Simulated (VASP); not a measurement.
# Ti (P6/mmm) in VASP: further runs

Runs on Ti. Level: r2SCAN. Tasks: single point, relaxation of cell and atoms.

Everything below comes from runs of VASP 6.6.1. Logs are shortened: lines on timing, memory, paths and dates and some standing lists are left out, and cuts for length are marked.

## 1. The cell of the first run

Symmetry: P6/mmm, No. 191, hexagonal system. Conventional cell: a = 4.452 Å, b = 4.452 Å, c = 2.760 Å, α = 90.00°, β = 90.00°, γ = 120.00°. Ti (site symmetry 6/mmm) has 14 Ti at 2.76 to 2.92 Å within 3.6 Å. Within 3.4 Å of Ti (site symmetry -6m2) lie 11 Ti at 2.57 to 2.92 Å.

This isn't the form of Ti at room conditions, which is hcp.

## 2. Single point, r2SCAN

The input, POSCAR:

```
Ti
1.0
    4.4516229615      0.0000000000      0.0000000000
   -2.2258114808      3.8552185728      0.0000000000
    0.0000000000      0.0000000000      2.7601733050
Ti
3
Direct
    0.0000000000      0.0000000000      0.0000000000
    0.3333333333      0.6666666667      0.5000000000
    0.6666666667      0.3333333333      0.5000000000
```

The input, INCAR.step1:

```
PREC = Accurate
ENCUT = 520
ISMEAR = 1
SIGMA = 0.05
LREAL = F
LASPH = T
NELM = 80
NBANDS = 25
GGA = PE
ALGO = Normal
EDIFF = 1E-4
LWAVE = T
LCHARG = F
```

The input, INCAR.step2:

```
PREC = Accurate
ENCUT = 520
EDIFF = 1E-6
ISMEAR = 1
SIGMA = 0.05
LREAL = F
LASPH = T
NELM = 80
ALGO = Normal
ISIF = 2
LWAVE = F
LCHARG = F
METAGGA = R2SCAN
LMIXTAU = T
NBANDS = 25
ISTART = 1
```

The input, KPOINTS:

```
Automatic mesh
0
Gamma
  8 8 11
```

Potentials or basis: VASP PAW PBE potentials, release 64 (Ti_sv).

The run is started by

```console
cat potpaw_PBE.64/Ti_sv/POTCAR > POTCAR
cp INCAR.step1 INCAR
mpirun -np 1 vasp_std > vasp.out
cp INCAR.step2 INCAR
mpirun -np 1 vasp_std > vasp.out
```

OUTCAR:

```text
PREC = Accurate
   ENCUT = 520
   EDIFF = 1E-6
   ISMEAR = 1
   LREAL = F
   LASPH = T
   NELM = 80
   ISIF = 2
   METAGGA = R2SCAN
   ISTART = 1

 ion  position               nearest neighbor table
   1  0.000  0.000  0.000-   2 2.92   3 2.92   2 2.92   3 2.92   3 2.92   3 2.92   2 2.92   2 2.92
                             3 2.92   3 2.92   2 2.92   2 2.92
   2  0.333  0.667  0.500-   3 2.57   3 2.57   3 2.57   1 2.92   1 2.92   1 2.92   1 2.92   1 2.92
                             1 2.92
   3  0.667  0.333  0.500-   2 2.57   2 2.57   2 2.57   1 2.92   1 2.92   1 2.92   1 2.92   1 2.92
                             1 2.92

  LATTYP: Found a hexagonal cell.
 ALAT       =     4.4516229615
 C/A-ratio  =     0.6200375299

  Lattice vectors:

 A1 = (   4.4516229615,   0.0000000000,   0.0000000000)
 A2 = (  -2.2258114808,   3.8552185728,   0.0000000000)
 A3 = (   0.0000000000,   0.0000000000,   2.7601733050)

Analysis of symmetry for initial positions (statically):
=====================================================================
 Subroutine PRICEL returns:
 Original cell was already a primitive cell.

 Routine SETGRP: Setting up the symmetry group for a
 hexagonal supercell.

 Subroutine GETGRP returns: Found 24 space group operations
 (whereof 24 operations were pure point group operations)
 out of a pool of 24 trial point group operations.

The static configuration has the point symmetry D_6h.

Analysis of symmetry for dynamics (positions and initial velocities):
=====================================================================
 Subroutine PRICEL returns:
 Original cell was already a primitive cell.

 Routine SETGRP: Setting up the symmetry group for a
 hexagonal supercell.

 Subroutine GETGRP returns: Found 24 space group operations
 (whereof 24 operations were pure point group operations)
 out of a pool of 24 trial point group operations.

The dynamic configuration has the point symmetry D_6h.

 Subroutine INISYM returns: Found 24 space group operations
 (whereof 24 operations are pure point group operations),
 and found     1 'primitive' translations

----------------------------------------------------------------------------------------

                                     Primitive cell

  volume of cell :      47.3700

[... 80 lines left out ...]
 SYSTEM =  unknown system
   PREC   = accura    normal or accurate (medium, high low for compatibility)
   ISTART =      1    job   : 0-new  1-cont  2-samecut
   ICHARG =      0    charge: 1-file 2-atom 10-const
   ISPIN  =      1    spin polarized calculation?
   LNONCOLLINEAR =      F non collinear calculations
   LSORBIT =      F    spin-orbit coupling
   LASPH  =      T    aspherical Exc in radial PAW
   ENCUT  =  520.0 eV  38.22 Ry    6.18 a.u.   8.28  8.28  5.13*2*pi/ulx,y,z
   NELM   =     80;   NELMIN=  2; NELMDL=  0     # of ELM steps
   EDIFF  = 0.1E-05   stopping-criterion for ELM
   LREAL  =      F    real-space projection
   EDIFFG = 0.1E-04   stopping-criterion for IOM
   NSW    =      0    number of steps for IOM
   IBRION =     -1    ionic relax: 0-MD 1-quasi-New 2-CG
   NFREE  =      0    steps in history (QN), initial steepest desc. (CG)
   ISIF   =      2    stress and relaxation
   ISYM   =      2    0-nonsym 1-usesym 2-fastsym
   POTIM  = 0.5000    time-step for ionic-motion
   TEBEG  =    0.0;   TEEND  =   0.0 temperature during run
   PSTRESS=    0.0 pullay stress
   NELECT =      36.0000    total number of electrons
   NUPDOWN=      -1.0000    fix difference up-down
   EMIN   =  10.00;   EMAX   =-10.00  energy-range for DOS
   EFERMI =   0.00;   METHOD = LEGACY
   ISMEAR =     1;   SIGMA  =   0.05  broadening in eV -4-tet -1-fermi 0-gaus
   EFERMI_NEDOS =   21; number of points for ismear=-14 and -15
   IALGO  =     38    algorithm
   IMIX   =      4    mixing-type and parameters
     AMIX     =   0.40;   BMIX     =  1.00
     AMIX_MAG =   1.60;   BMIX_MAG =  1.00
  volume/ion in A,a.u.               =      15.79       106.56
  Fermi-wavevector in a.u.,A,eV,Ry     =   1.493967  2.823189 30.367363  2.231938
  Thomas-Fermi vector in A             =   2.606300
   LORBIT       =      0    0 simple, 1 ext, 2 COOP (PROOUT), +10 PAW based schemes
   METAGGA = R2SCAN    functional components
   LHFCALC =     F    Hartree Fock is set to
   AEXX    =    0.0000 exact exchange contribution
   IVDW    =     0    specifies the selected vdW correction
   LEPSILON=     F    determine dielectric tensor
   LRPA    =     F    only Hartree local field effects (RPA)
 non-spin polarized calculation
 Methfessel and Paxton  Order N= 1 SIGMA  =   0.05
  energy-cutoff  :      520.00
  volume of cell :       47.37
 maximum number of plane-waves:      1290
 NGX is ok and might be reduce to    36
   NGX = 17   NGY = 17   NGZ = 11

 number of electron      36.0000006 magnetization

 Free energy of the ion-electron system (eV)
  ---------------------------------------------------
  ext. energy  EPLUGINS =         0.00000000
  ---------------------------------------------------
  free energy    TOTEN  =       -38.77740661 eV

  energy without entropy =      -38.77751319  energy(sigma->0) =      -38.77744213

 E-fermi :   9.3904     XC(G=0): -12.8989

 val. band max:        9.3192219591   @ k =   0.3750   0.1250   0.0909
 cond. band min:       9.3948402872   @ k =   0.5000   0.0000   0.0000
 fundamental gap:      0.0756183281
 Fermi energy:         9.3903588989

 k-point     1 :       0.0000    0.0000    0.0000
  band No.  band energies     occupation
      1     -49.7639      2.00000
      2     -49.5029      2.00000
      3     -49.2910      2.00000
      4     -25.0633      2.00000
      5     -25.0633      2.00000
      6     -25.0372      2.00000
[... 661 lines left out ...]
     24      11.8460      0.00000
     25      12.2482      0.00000

 [... further k-points ...]
[... 5 lines left out ...]
  --------------------------------------------------------------------------------------
  -------------------------------------------------------------------------------------
  Total        3.1297346      3.1297346      3.0683737     -0.0000000      0.0000000     -0.0000000
  in kB      105.8557274    105.8557274    103.7803445     -0.0000000      0.0000000     -0.0000000
  external PRESSURE =     105.1639331 kB  Pullay stress =       0.0000000 kB

 VOLUME and BASIS-vectors are now :
 -----------------------------------------------------------------------------
  energy-cutoff  :      520.00
  volume of cell :       47.37
      direct lattice vectors                 reciprocal lattice vectors
     4.451622962  0.000000000  0.000000000     0.224637174  0.129694333  0.000000000
    -2.225811481  3.855218573  0.000000000     0.000000000  0.259388665  0.000000000
     0.000000000  0.000000000  2.760173305     0.000000000  0.000000000  0.362296091

 POSITION                                       TOTAL-FORCE (eV/Angst)
 -----------------------------------------------------------------------------------
      0.00000      0.00000      0.00000        -0.000000     -0.000000      0.000000
     -0.00000      2.57015      1.38009         0.000000     -0.000000     -0.000000
      2.22581      1.28507      1.38009        -0.000000      0.000000      0.000000
 -----------------------------------------------------------------------------------
    total drift:                                0.000000      0.000000     -0.000000

  FREE ENERGIE OF THE ION-ELECTRON SYSTEM (eV)
  ---------------------------------------------------
  free  energy   TOTEN  =       -38.7774066071 eV

  energy  without entropy=      -38.7775131854  energy(sigma->0) =      -38.77744213
```

OUTCAR.step1:

```text
PREC = Accurate
   ENCUT = 520
   ISMEAR = 1
   LREAL = F
[... 902 lines left out ...]
      0.00000      0.00000      0.00000         0.000000      0.000000     -0.000000
     -0.00000      2.57015      1.38009        -0.000000      0.000000      0.000000
      2.22581      1.28507      1.38009         0.000000     -0.000000     -0.000000
 -----------------------------------------------------------------------------------
    total drift:                                0.000000      0.000000     -0.000000

  FREE ENERGIE OF THE ION-ELECTRON SYSTEM (eV)
  ---------------------------------------------------
  free  energy   TOTEN  =       -23.4029583974 eV

  energy  without entropy=      -23.4036026500  energy(sigma->0) =      -23.40317315
```

It took 2.1 min on 1 thread of Intel Xeon 6975P-C (Granite Rapids), shared host; peak memory 0.2 GiB.

Results:

```
Free energy            : -38.7774 eV
Pressure               : 10.5 GPa
Band gap on the k mesh : zero (bands 18 and 19 overlap by 0.27 eV)
```

Stress tensor (GPa, compression positive):
```
10.59  0.00  0.00
 0.00 10.59  0.00
 0.00  0.00 10.38
```

Caveat: the cell stands under pressure; the PAW data sets were made with another functional, which shifts forces and pressure a little.

## 3. Single point, r2SCAN

This run uses another cell than the first one, of 17.01 Å³/atom.

The input, POSCAR:

```
Ti
1.0
    4.5678333026      0.0000000000      0.0000000000
   -2.2839166513      3.9558596803      0.0000000000
    0.0000000000      0.0000000000      2.8236383115
Ti
3
Direct
    0.0000000000      0.0000000000      0.0000000000
    0.3333333333      0.6666666667      0.5000000000
    0.6666666667      0.3333333333      0.5000000000
```

The input, INCAR.step1:

```
SYSTEM = Ti
PREC = Accurate
ENCUT = 520
ISMEAR = 1
SIGMA = 0.05
LREAL = .False.
LASPH = .True.
NELM = 80
NBANDS = 25
GGA = PE
ALGO = Normal
EDIFF = 1E-4
LWAVE = .True.
LCHARG = .False.
```

The input, INCAR.step2:

```
SYSTEM = Ti
PREC = Accurate
ENCUT = 520
EDIFF = 1E-6
ISMEAR = 1
SIGMA = 0.05
LREAL = .False.
LASPH = .True.
NELM = 80
ALGO = Normal
ISIF = 2
LWAVE = .False.
LCHARG = .False.
METAGGA = R2SCAN
LMIXTAU = .True.
NBANDS = 25
ISTART = 1
```

The input, KPOINTS:

```
regular mesh
0
Gamma
  8 8 11
  0 0 0
```

Potentials or basis: VASP PAW PBE potentials, release 64 (Ti_sv).

The run is started by

```console
cat potpaw_PBE.64/Ti_sv/POTCAR > POTCAR
cp INCAR.step1 INCAR
mpirun -np 1 vasp_std > vasp.out
cp INCAR.step2 INCAR
mpirun -np 1 vasp_std > vasp.out
```

It took 2.4 min on 1 thread of Intel Xeon 6975P-C (Granite Rapids), shared host; peak memory 0.21 GiB.

Results (log left out):

| Item | Value |
| --- | --- |
| Free energy | -38.8991 eV |
| Pressure | 0.4 GPa |
| Band gap on the k mesh | zero (bands 18 and 19 overlap by 0.20 eV) |

Levels at points of the mesh, in eV from the Fermi level:
| k point | band 15 | band 16 | band 17 | band 18 | band 19 | band 20 | band 21 | band 22 |
| --- | --- | --- | --- | --- | --- | --- | --- | --- |
| (0.00, 0.00, 0.00) | -0.81 | -0.81 | -0.79 | -0.79 | 0.01 | 0.81 | 1.43 | 1.43 |
| (0.50, 0.00, 0.00) | -2.78 | -0.43 | -0.36 | -0.36 | 0.07 | 0.62 | 0.92 | 1.15 |

Caveat: the PAW data sets were made with another functional, which shifts forces and pressure a little.

## 4. Relaxation of cell and atoms, r2SCAN

This run uses another cell than the first one, of 17.23 Å³/atom.

The input, POSCAR:

```
Ti
1.0
    4.6000000000      0.0000000000      0.0000000000
   -2.3000000000      3.9837170000      0.0000000000
    0.0000000000      0.0000000000      2.8200000000
Ti
3
Direct
    0.0000000000      0.0000000000      0.0000000000
    0.3333333333      0.6666666667      0.5000000000
    0.6666666667      0.3333333333      0.5000000000
```

The input, INCAR.step1:

```
SYSTEM = Ti
PREC = Accurate ; ENCUT = 600
ISMEAR = 1 ; SIGMA = 0.05
LREAL = .FALSE. ; LASPH = .TRUE.
NELM = 60 ; GGA = PE
ALGO = Normal ; EDIFF = 1E-4
LWAVE = .TRUE. ; LCHARG = .FALSE.
```

The input, INCAR.step2:

```
SYSTEM = Ti
PREC = Accurate ; ENCUT = 600
EDIFF = 1E-6 ; ISMEAR = 1
SIGMA = 0.05 ; LREAL = .FALSE.
LASPH = .TRUE. ; NELM = 60
ALGO = Normal ; ISIF = 3
LWAVE = .FALSE. ; LCHARG = .FALSE.
METAGGA = R2SCAN ; LMIXTAU = .TRUE.
IBRION = 2 ; NSW = 80
EDIFFG = -0.01 ; ISTART = 1
```

The input, KPOINTS:

```
regular mesh
0
G
  8 8 11
  0 0 0
```

The run is started by

```console
cat potpaw_PBE.64/Ti_sv/POTCAR > POTCAR
cp INCAR.step1 INCAR
mpirun -np 1 vasp_std > vasp.out
cp INCAR.step2 INCAR
mpirun -np 1 vasp_std > vasp.out
```

It took 13 min on 1 thread of Intel Xeon 6975P-C (Granite Rapids), shared host; peak memory 0.23 GiB.

The run converged. Its results:

- Free energy: -38.8991 eV
- Relaxed volume: 17.07 Å³/atom
- Relaxed cell: a = 4.574 Å, b = 4.574 Å, c = 2.827 Å, α = 90.00°, β = 90.00°, γ = 120.00°
- Space group after relaxing (to 0.1 Å): P6/mmm (No. 191)
- Energy gained by relaxing: 0.9 meV/atom
- Ionic steps: 8
- Pressure after relaxing: 0.0 GPa
- Band gap on the k mesh: zero (bands 18 and 19 overlap by 0.20 eV)

The path:
```csv
step,energy change (eV),largest force (eV/Å),pressure (GPa),volume (Å³)
1,0.0000,0.0000,-1.03,51.68
2,-0.0016,0.0000,0.87,50.85
3,-0.0024,0.0000,0.18,51.17
4,-0.0024,0.0000,0.19,51.16
5,-0.0024,0.0000,0.25,51.13
6,-0.0024,0.0000,0.24,51.14
7,-0.0026,0.0000,-0.02,51.24
8,-0.0026,0.0000,0.04,51.22
```

Final structure:
```
Ti
1.0
     4.57413    0.00000    0.00000
    -2.28707    3.96131    0.00000
     0.00000    0.00000    2.82666
Ti
3
Direct
  0.00000 0.00000 0.00000
  0.33333 0.66667 0.50000
  0.66667 0.33333 0.50000
```

Levels at points of the mesh, in eV from the Fermi level:
```
           k point  band 14  band 15  band 16  band 17  band 18  band 19  band 20  band 21  band 22
(0.00, 0.00, 0.00)    -2.04    -0.80    -0.80    -0.78    -0.78     0.01     0.80     1.42     1.42
(0.50, 0.00, 0.00)    -3.88    -2.77    -0.43    -0.36    -0.35     0.07     0.62     0.91     1.15
```

Caveat: the PAW data sets were made with another functional, which shifts forces and pressure a little.

## 5. The runs side by side

```tsv
task	cell	cutoff (eV)	gap on the mesh (eV)	pressure (GPa)
single point	a = 4.452, b = 4.452, c = 2.760 Å, angles 90.0, 90.0, 120.0°, 3 atoms	520	none	10.5
single point	a = 4.568, b = 4.568, c = 2.824 Å, angles 90.0, 90.0, 120.0°, 3 atoms	520	none	0.4
relaxation of cell and atoms	relaxed from a = 4.600, b = 4.600, c = 2.820 Å, angles 90.0, 90.0, 120.0°, 3 atoms	600	none	0.0
```

Alike in all rows: level r2SCAN; potentials or basis VASP PAW PBE potentials, release 64 (Ti_sv); no spin polarisation; k mesh 8 × 8 × 11; smearing methfessel-paxton 0.05 eV.

Caveats: the PAW data sets were made with another functional, which shifts forces and pressure a little; the cell stands under pressure (at least some runs).

Absolute energies hang on the potentials; compare differences alone.

The gap in the log of VASP goes by the Fermi energy; the results here count the filled bands.